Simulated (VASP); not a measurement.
A run of VASP 6.6.1 is set up as follows.

Contents of INCAR:

```
SYSTEM = TiPt3
PREC = Accurate
ENCUT = 520
EDIFF = 1E-8
ISMEAR = -1
SIGMA = 0.05
LREAL = .False.
LASPH = .True.
NELM = 80
ALGO = Normal
ISIF = 2
LWAVE = .False.
LCHARG = .False.
GGA = PS
LEFG = .True.
NBANDS = 29
```

The input KPOINTS:

```
regular mesh
0
Gamma
  9 9 9
  0 0 0
```

Contents of POSCAR:

```
TiPt3
1.0
    3.8970000000      0.0000000000      0.0000000000
    0.0000000000      3.8970000000      0.0000000000
    0.0000000000      0.0000000000      3.8970000000
Ti Pt
1 3
Direct
    0.0000000000      0.0000000000      0.0000000000
    0.0000000000      0.5000000000      0.5000000000
    0.5000000000      0.0000000000      0.5000000000
    0.5000000000      0.5000000000      0.0000000000
```

Potentials or basis: VASP PAW PBE potentials, release 64 (Ti_sv, Pt).

Command:

```console
$ cat potpaw_PBE.64/Ti_sv/POTCAR potpaw_PBE.64/Pt/POTCAR > POTCAR
$ mpirun -np 1 vasp_std > vasp.out
```

Question: What does it give for the pressure?

Answer: 0.2 GPa.

Question: Predict the band gap on the k mesh.

Answer: Zero (band 21 reaches 13.11 eV, above the bottom of band 22 at 11.55 eV).

Electric field gradients, principal values (V/Å²):
```csv
atom,least,middle,greatest (by size)
1 Ti,0.000,0.000,0.000
2 Pt,33.476,33.476,-66.952
3 Pt,33.476,33.476,-66.952
4 Pt,33.476,33.476,-66.952
```

Caveat: without QUAD_EFG the Cq values of the log hold for a quadrupole moment of 1 mb, not for the nuclei; the PAW data sets were made with another functional, which shifts forces and pressure a little; spin-orbit coupling is left out, which moves the levels of the heavy elements.
